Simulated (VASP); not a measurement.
# Ga: single point with PBEsol

Crystal: Ga.

```
CELL_PARAMETERS angstrom
-1.44612 1.44612 2.22900
1.44612 -1.44612 2.22900
1.44612 1.44612 -2.22900
ATOMIC_POSITIONS crystal
Ga 0.00000 0.00000 0.00000
```

This cell differs from its parent crystal: strain +0.030 along x and y, +0.000 along z.

| Property | Result |
| --- | --- |
| Program | VASP 6.6.1 |
| Task | single point |
| Functional | PBEsol |
| Potentials or basis | VASP PAW PBE potentials, release 64 (Ga_d) |
| Cutoff | 520 eV |
| k mesh | 24 × 24 × 24 |
| Occupations | gaussian, width 0.15 eV |
| Spin | no spin polarisation |
| Dipole correction | no |
| Further INCAR settings | ALGO = Fast; EDIFF = 1e-06; NBANDS = 12 |

- Pressure: -2.6 GPa
- Band gap on the k mesh: zero (an odd number of electrons rules out a gap without spin polarisation)

Levels at points of the mesh, in eV from the Fermi level:
```csv
k point,band 4,band 5,band 6,band 7,band 8,band 9
"(0.00, 0.00, 0.00)",-14.76,-14.67,-11.14,12.33,12.33,12.40
"(0.50, 0.00, 0.00)",-14.62,-14.59,-4.93,-4.01,8.79,10.95
"(0.50, 0.50, 0.00)",-14.61,-14.54,-2.21,-1.71,4.22,4.88
"(0.50, 0.50, 0.50)",-14.59,-14.59,-3.47,-3.23,5.95,5.95
```

Wall time 2.1 min on 1 thread of Intel(R) Xeon(R) Platinum 8259CL CPU @ 2.50GHz (Skylake/Cascade Lake), on a shared host, peak memory 0.33 GiB.

Caveat: the cell differs from its parent crystal (strain +0.030 along x and y, +0.000 along z); the PAW data sets were made with another functional, which shifts forces and pressure a little.
